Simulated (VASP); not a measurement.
Write the native input for VASP 6.6.1 that does the following.

- Task: single point
- Functional: PBE
- Potentials or basis: VASP PAW PBE potentials, release 64 (Ni, O)
- Cutoff: 520 eV
- k mesh: 9 × 9 × 9
- Occupations: fermi-dirac, width 0.05 eV
- Spin: collinear spin, ferromagnetic start
- Starting moments: [1.0, 0.0] μB
- Dipole correction: no
- Further INCAR settings: ALGO = Normal; EDIFF = 1e-06; NBANDS = 19

The structure of NiO lies in POSCAR:

```
NiO
1.0
    0.0000000000      2.0859016414      2.1067606578
    2.0859016414      0.0000000000      2.1067606578
    2.0859016414      2.0859016414      0.0000000000
Ni O
1 1
Direct
    0.0000000000      0.0000000000      0.0000000000
    0.5000000000      0.5000000000      0.5000000000
```

One way to write it, as run:

INCAR

```
SYSTEM = NiO
PREC = Accurate
ENCUT = 520
EDIFF = 1E-6
ISMEAR = -1
SIGMA = 0.05
LREAL = .False.
LASPH = .True.
NELM = 150
ALGO = Normal
ISIF = 2
LWAVE = .False.
LCHARG = .False.
ISPIN = 2
MAGMOM = 1 0
LORBIT = 11
LMAXMIX = 4
GGA = PE
NBANDS = 19
```

KPOINTS

```
regular mesh
0
Gamma
  9 9 9
  0 0 0
```

Potentials or basis: VASP PAW PBE potentials, release 64 (Ni, O).

Command:

```console
$ cat potpaw_PBE.64/Ni/POTCAR potpaw_PBE.64/O/POTCAR > POTCAR
$ mpirun -np 1 vasp_std > vasp.out
```

Results of the run:

```json
{
  "Pressure": "3.8 GPa",
  "Net moment": "1.74 μB per cell",
  "Site moments": "Ni +1.44; O +0.27 μB",
  "Valence electrons inside the program's atomic spheres": "Ni 8.97; O 4.98"
}
```

Caveat: the cell stands under pressure; a cell with one magnetic atom can't hold antiferromagnetic order, which such compounds often take.

Run time: 21 s on 1 thread of Intel(R) Xeon(R) 6975P-C (Granite Rapids), with other jobs on the host, peak memory 0.17 GiB.
